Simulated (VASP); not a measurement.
Write the native input for VASP 6.6.1 that does the following.

* Task: single point
* Functional: PBE
* Potentials or basis: VASP PAW PBE potentials, release 64 (Li_sv, Gd, N)
* Cutoff: 520 eV
* k mesh: 5 × 5 × 5
* Occupations: fermi-dirac, width 0.1018 eV
* Spin: collinear spin, ferrimagnetic start
* Starting moments: [0.0, 0.0, 7.27, 7.27, -0.84, -0.84, -0.84, -0.84] μB
* Dipole correction: no
* k mesh for the DOS: 8 × 8 × 8
* Occupations for the DOS: tetrahedron
* Further INCAR settings: ALGO = Normal; EDIFF = 1e-06

LiGdN2:

```
Li Gd N
1.0
     0.00000    4.56338    0.00000
     4.56338    0.00000    0.00000
     2.28169    2.28169   -5.73896
Li Gd N
2 2 4
Direct
  0.62500 0.37500 0.25000
  0.37500 0.62500 0.75000
  0.87500 0.12500 0.75000
  0.12500 0.87500 0.25000
  0.33425 0.08425 0.83150
  0.08425 0.33425 0.33150
  0.66575 0.91575 0.16850
  0.91575 0.66575 0.66850
```

These files were run (other wordings do the same):

POSCAR

```
LiGdN2
1.0
    0.0000000000      4.5633794600      0.0000000000
    4.5633794600      0.0000000000      0.0000000000
    2.2816897300      2.2816897300     -5.7389619600
Li Gd N
2 2 4
Direct
    0.6250000000      0.3750000000      0.2500000000
    0.3750000000      0.6250000000      0.7500000000
    0.8750000000      0.1250000000      0.7500000000
    0.1250000000      0.8750000000      0.2500000000
    0.3342500000      0.0842500000      0.8315000000
    0.0842500000      0.3342500000      0.3315000000
    0.6657500000      0.9157500000      0.1685000000
    0.9157500000      0.6657500000      0.6685000000
```

INCAR.step1

```
SYSTEM = LiGdN2
PREC = Accurate
ENCUT = 520
EDIFF = 1E-6
ISMEAR = -1
SIGMA = 0.1018
LREAL = .False.
LASPH = .True.
NELM = 150
ALGO = Normal
ISIF = 2
LWAVE = .False.
LCHARG = .True.
ISPIN = 2
MAGMOM = 0 0 7.27 7.27 -0.84 -0.84 -0.84 -0.84
LMAXMIX = 6
GGA = PE
NBANDS = 45
```

KPOINTS.step1

```
Automatic mesh
0
Gamma
  5 5 5
  0 0 0
```

INCAR.step2

```
SYSTEM = LiGdN2
PREC = Accurate
ENCUT = 520
EDIFF = 1E-6
ISMEAR = -5
SIGMA = 0.1018
LREAL = .False.
LASPH = .True.
NELM = 150
ALGO = Normal
ISIF = 2
LWAVE = .False.
LCHARG = .False.
ISPIN = 2
MAGMOM = 0 0 7.27 7.27 -0.84 -0.84 -0.84 -0.84
LORBIT = 10
LMAXMIX = 6
GGA = PE
NEDOS = 1001
ICHARG = 11
```

KPOINTS.step2

```
Automatic mesh
0
Gamma
  8 8 8
  0 0 0
```

Potentials or basis: VASP PAW PBE potentials, release 64 (Li_sv, Gd, N).

Launch:

```bash
$ cat potpaw_PBE.64/Li_sv/POTCAR potpaw_PBE.64/Gd/POTCAR potpaw_PBE.64/N/POTCAR > POTCAR
$ cp INCAR.step1 INCAR
$ cp KPOINTS.step1 KPOINTS
$ mpirun -np 1 vasp_std > vasp.out
$ cp INCAR.step2 INCAR
$ cp KPOINTS.step2 KPOINTS
$ mpirun -np 1 vasp_std > vasp.out
```

Results of the run:

```json
{
  "Net moment": "10.18 μB per cell",
  "Site moments": "Li +0.00; Gd +6.59; N -0.64 μB",
  "Valence electrons inside the program's atomic spheres": "Li 2.06; Gd 15.26; N 3.56"
}
```

It took 73 min on 1 thread of Intel Xeon 8259CL (shared host), peak memory 0.61 GiB.
